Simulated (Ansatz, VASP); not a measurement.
**Two plane-wave programs on Pt**

Contents of INCAR:

```
SYSTEM = Pt
  ALGO = Normal
  EDIFF = 1E-6
  ENCUT = 500
  GGA = PE
  GGA_COMPAT = .False.
  ISIF = 2
  ISMEAR = -1
  LASPH = .True.
  LCHARG = .True.
  LELF = .True.
  LREAL = .False.
  LVHAR = .True.
  LWAVE = .False.
  NBANDS = 11
  NELM = 120
  PREC = Accurate
  SIGMA = 0.1
```

The input KPOINTS:

```
k-points
0
Gamma
  11 11 11
  0 0 0
```

Contents of POSCAR:

```
Pt
1.0
    0.0000000000      1.9579000000      1.9579000000
    1.9579000000      0.0000000000      1.9579000000
    1.9579000000      1.9579000000      0.0000000000
Pt
1
Direct
    0.0000000000      0.0000000000      0.0000000000
```

Input for Ansatz:

```yaml
crystal:
  lattice:
    - [0.0, 1.9579, 1.9579]
    - [1.9579, 0.0, 1.9579]
    - [1.9579, 1.9579, 0.0]
  atoms:
    - { symbol: Pt, position: [0.0, 0.0, 0.0] }
hamiltonian:
  xc: pbe
  pseudopotentials: { kind: paw }
basis:
  ecutwfc: 420
kpoints:
  mp_grid: { grid: [11, 11, 11] }
scf:
  occupations: { method: fermi_dirac, width: 0.1 }
  lower_state_search: "off"
  algorithm: density_mixing
  max_iter: 80
  mixing: { algorithm: anderson, beta: 0.8, globalisation: backtrack }
output:
  forces: true
  stress: true
```

Alike in both runs: task single point; functional PBE; k mesh 11 × 11 × 11; occupations fermi-dirac, width 0.1 eV; no spin polarisation.

|  | VASP | Ansatz |
| --- | --- | --- |
| version | VASP 6.6.1 | Ansatz 0.2.0 |
| potentials or method | VASP PAW PBE potentials, release 64 (Pt), cutoff 500 eV | PAW, plane waves, scalar-relativistic |
| valence electrons in the cell | 10 | 18 |

```tsv
	VASP	Ansatz	Ansatz less VASP
pressure (GPa)	11.0	11.5	+0.54
```

VASP's potentials hold 10 valence electrons a cell and Ansatz's 18, so a difference there can come from the potentials and not from the codes.

Neither program's run includes spin-orbit coupling.
